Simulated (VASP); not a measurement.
Runs of VASP 6.6.1 on Al7Si. The structure is that of space group Fm-3m (No. 225), or close to it. The cells are those of the table. 

| cell | k mesh | gap on the mesh (eV) | pressure (GPa) |
| --- | --- | --- | --- |
| a = 5.867 Å, angles 60.0°, 8 atoms | 8 × 8 × 8 | none | -5.9 |
| a = 5.507 Å, angles 60.0°, 8 atoms | 8 × 8 × 8 | none | 8.8 |
| a = 5.446 Å, angles 60.0°, 8 atoms | 8 × 8 × 8 | none | 12.9 |
| a = 5.713 Å, angles 60.0°, 8 atoms | 4 × 4 × 4 | none | (b) |
| a = 5.795 Å, angles 60.0°, 8 atoms | 8 × 8 × 8 | none | (a) |

Alike in all rows: task single point; level PBE; potentials or basis VASP PAW PBE potentials, release 64 (Al, Si); no spin polarisation; cutoff (eV) 520; smearing gaussian 0.1 eV.

Estimate the missing entries.

(a) -3.9; (b) -1.5.

Caveats: the cell stands under tension (at least some runs); the cell stands under pressure (at least some runs).

A gap of «none» marks levels without a gap at the run's occupations.
